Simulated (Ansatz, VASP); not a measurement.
**BN: VASP beside Ansatz**

File POSCAR:

```
BN
1.0
    0.0000000000      1.7326324464      1.7326324464
    1.7326324464      0.0000000000      1.7326324464
    1.7326324464      1.7326324464      0.0000000000
B N
1 1
Direct
    0.0000000000      0.0000000000      0.0000000000
    0.2500000000      0.2500000000      0.2500000000
```

Contents of INCAR.step1:

```
PREC = Accurate
ENCUT = 520
EDIFF = 1E-5
ISMEAR = 0
SIGMA = 0.01
LREAL = False
LASPH = True
NELM = 100
ALGO = Normal
ISIF = 2
LWAVE = True
LCHARG = False
NBANDS = 11
GGA = PE
```

The input INCAR.step2:

```
PREC = Accurate
ENCUT = 520
EDIFF = 1E-6
ISMEAR = 0
SIGMA = 0.01
LREAL = False
LASPH = True
NELM = 100
ALGO = Normal
ISIF = 2
LWAVE = False
LCHARG = False
GGA = PE
LHFCALC = True
HFSCREEN = 0.2079
PRECFOCK = Normal
NBANDS = 11
ISTART = 1
```

KPOINTS

```
Automatic mesh
0
Gamma
  8 8 8
```

Input for Ansatz:

```yaml
crystal:
  lattice:
    - [0.0, 1.7326324464, 1.7326324464]
    - [1.7326324464, 0.0, 1.7326324464]
    - [1.7326324464, 1.7326324464, 0.0]
  atoms:
    - { symbol: B, position: [0.0, 0.0, 0.0] }
    - { symbol: "N", position: [0.25, 0.25, 0.25] }
kpoints:
  mp_grid: { grid: [8, 8, 8] }
  band_path:
    path:
      - [0.0, 0.0, 0.0]
      - [-0.5, -0.5, 0.0]
      - [-0.375, -0.375, 0.25]
      - [-0.375, 0.0, 0.375]
      - [0.0, 0.0, 0.5]
      - [-0.5, -0.25, 0.25]
      - [0.0, 0.5, 0.5]
    npoints: 1
hamiltonian:
  xc: hse06
scf:
  occupations: { method: fixed }
  n_extra_bands: 4
output:
  forces: true
  stress: true
  eigenvalues: true
  write_density: true
  write_potential: true
  elf: true
  volumetric_format: npy
```

Change from the starting cell: hydrostatic strain -4.0%.

Alike in both runs: task single point; functional HSE06; k mesh 8 × 8 × 8; no spin polarisation.

|  | VASP | Ansatz |
| --- | --- | --- |
| version | VASP 6.6.1 | Ansatz 0.2.0 |
| potentials or method | VASP PAW PBE potentials, release 64 (B, N) | plane waves, PAW |
| plane-wave cutoff (eV) | 520 | 420 |
| occupations | gaussian, width 0.01 eV | fixed |
| valence electrons in the cell | 8 | 8 |

Ansatz gave:

```
gap on the k mesh at the Fermi level (eV) : 5.95
pressure (GPa)                            : 54.9
```

**Question.** Which values does VASP return?

**Answer.** gap on the k mesh at the Fermi level (eV): 5.93; pressure (GPa): 55.8.

Both programs put the cell under a high pressure, so it lies far from rest at this level. Ansatz's warnings: stress exchange threshold loose, stress scf threshold loose.
